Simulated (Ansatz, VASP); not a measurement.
One calculation of Al, two programs

File INCAR:

```
SYSTEM = Al
PREC = Accurate
ENCUT = 520
EDIFF = 1E-6
ISMEAR = 0
SIGMA = 0.15
LREAL = .FALSE.
LASPH = .TRUE.
NELM = 80
ALGO = Normal
ISIF = 2
LWAVE = .FALSE.
LCHARG = .TRUE.
GGA = PS
IVDW = 12
LELF = .TRUE.
LVHAR = .TRUE.
NBANDS = 14
```

Contents of KPOINTS:

```
Automatic mesh
0
G
  18 18 6
  0 0 0
```

POSCAR

```
Al
1.0
    2.8764419319      0.0000000000      0.0000000000
   -1.4382209659      2.4910717855      0.0000000000
    0.0000000000      0.0000000000      8.8893561462
Al
4
Direct
    0.0000000000      0.0000000000      0.0000000000
    0.3333333333      0.6666666667      0.2500000000
    0.0000000000      0.0000000000      0.5000000000
    0.6666666667      0.3333333333      0.7500000000
```

Input for Ansatz:

```yaml
crystal:
  lattice:
    - [2.8764419319, 0.0, 0.0]
    - [-1.4382209659, 2.4910717855, 0.0]
    - [0.0, 0.0, 8.8893561462]
  atoms:
    - { symbol: Al, position: [0.0, 0.0, 0.0] }
    - { symbol: Al, position: [0.3333333333, 0.6666666667, 0.25] }
    - { symbol: Al, position: [0.0, 0.0, 0.5] }
    - { symbol: Al, position: [0.6666666667, 0.3333333333, 0.75] }
basis:
  ecutwfc: 420
kpoints:
  mp_grid: { grid: [18, 18, 6] }
hamiltonian:
  xc: pbesol
  pseudopotentials: { kind: paw, azcp: { folder: soft_1 } }
  dispersion: d3bj
scf:
  occupations: { method: gaussian, width: 0.15 }
output:
  forces: true
  stress: true
  eigenvalues: true
```

Alike in both runs: task single point; functional PBEsol; dispersion D3(BJ); k mesh 18 × 18 × 6; occupations gaussian, width 0.15 eV; no spin polarisation.

|  | VASP | Ansatz |
| --- | --- | --- |
| version | VASP 6.6.1 | Ansatz 0.2.0 |
| potentials or method | VASP PAW PBE potentials, release 64 (Al), cutoff 520 eV | scalar-relativistic, plane waves, PAW |
| valence electrons in the cell | 12 | 12 |

```tsv
	VASP	Ansatz	Ansatz less VASP
gap on the k mesh at the Fermi level (eV)	none	none	-
pressure (GPa)	-1.3	-1.4	-0.10
traceless stress, the component that is largest in VASP (GPa)	3.08	3.05	-0.026
```

VASP's potentials were made for PBE, not for PBEsol, and Ansatz warns of the same on its side. A gap of «none» marks a metal or a gap that the smearing closes.
